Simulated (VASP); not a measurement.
Input of a VASP 6.6.1 run:

INCAR

```
  PREC = Accurate
  ENCUT = 520
  EDIFF = 1E-6
  ISMEAR = 0
  SIGMA = 0.02
  LREAL = False
  LASPH = True
  NELM = 80
  ALGO = Normal
  ISIF = 2
  LWAVE = False
  LCHARG = False
  GGA = PS
  IVDW = 12
  NBANDS = 28
```

The input KPOINTS:

```
Automatic mesh
0
Gamma
  8 6 8
```

File POSCAR:

```
SnO
1.0
    3.2998498155      0.0000000000      0.0000000000
    0.0000000000      5.5976080479      0.0000000000
    0.0000000000      0.0000000000      3.6297435972
Sn O
2 2
Direct
    0.0000000000      0.2426998134      0.5421031601
    0.5000000000      0.7573001866      0.0421031601
    0.0000000000      0.8768136142      0.7078978399
    0.5000000000      0.1231863858      0.2078978399
```

Potentials or basis: VASP PAW PBE potentials, release 64 (Sn_d, O).

Launch:

```bash
$ cat potpaw_PBE.64/Sn_d/POTCAR potpaw_PBE.64/O/POTCAR > POTCAR
$ mpirun -np 1 vasp_std > vasp.out
```

Q: Predict the pressure.

A: 0.3 GPa.

Q: Predict the band gap on the k mesh.

A: 0.99 eV (least direct gap 1.62 eV).

Q: Estimate the dispersion energy per atom.

A: -0.225 eV.

Stress tensor (GPa, compression positive):
```
0.33 0.00 0.00
0.00 0.35 0.00
0.00 0.00 0.14
```

Caveat: the PAW data sets were made with another functional, which shifts forces and pressure a little; spin-orbit coupling is left out, which moves the levels of the heavy elements. A k mesh can miss the band edges.
